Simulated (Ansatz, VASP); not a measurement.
Two plane-wave programs on LiF

INCAR

```
PREC     = Accurate       # precision mode
ENCUT    = 520            # plane-wave cutoff, eV
EDIFF    = 1E-8           # SCF threshold, eV
ISMEAR   = -1             # smearing method
SIGMA    = 0.03           # smearing width, eV
LREAL    = False          # projectors in reciprocal space
LASPH    = True           # aspherical terms in the spheres
NELM     = 80             # most SCF steps
ALGO     = Normal         # electronic algorithm
ISIF     = 2              # what is computed and relaxed
LWAVE    = False          # write WAVECAR
LCHARG   = False          # write CHGCAR
GGA      = PE             # functional
LEFG     = True         
NBANDS   = 12             # bands
```

File KPOINTS:

```
regular mesh
0
Gamma
  14 14 14
```

Contents of POSCAR:

```
LiF
1.0
    0.0000000000      2.0169582411      2.0169582411
    2.0169582411      0.0000000000      2.0169582411
    2.0169582411      2.0169582411      0.0000000000
Li F
1 1
Direct
    0.0000000000      0.0000000000      0.0000000000
    0.5000000000      0.5000000000      0.5000000000
```

Input for Ansatz:

```yaml
crystal:
  lattice:
    - [0.0, 2.0169582411, 2.0169582411]
    - [2.0169582411, 0.0, 2.0169582411]
    - [2.0169582411, 2.0169582411, 0.0]
  atoms:
    - { symbol: Li, position: [0.0, 0.0, 0.0] }
    - { symbol: F, position: [0.5, 0.5, 0.5] }
kpoints:
  mp_grid: { grid: [14, 14, 14] }
scf:
  occupations: { method: fermi_dirac, width: 0.03 }
hamiltonian:
  xc: pbe
  pseudopotentials: { kind: paw }
output:
  forces: true
  stress: true
  eigenvalues: true
  efg: { contact_densities: true }
```

Change from the starting cell: volume scaled by 0.975, PAW files.

Alike in both runs: task electric field gradients; functional PBE; k mesh 14 × 14 × 14; occupations fermi-dirac, width 0.03 eV; no spin polarisation.

|  | VASP | Ansatz |
| --- | --- | --- |
| version | VASP 6.6.1 | Ansatz 0.2.0 |
| potentials or method | VASP PAW PBE potentials, release 64 (Li_sv, F) | PAW with Ansatz's default frozen-core files, scalar-relativistic |
| plane-wave cutoff (eV) | 520 | 420 |
| valence electrons in the cell | 10 | 10 |

|  | VASP | Ansatz | Ansatz less VASP |
| --- | --- | --- | --- |
| gap on the k mesh at the Fermi level (eV) | 9.05 | 9.05 | +0.001 |

The functional is the same, so the differences come from potentials, cutoffs and numerics.

Noted on VASP's run: the cutoff is short for stress, so the pressure is rough.
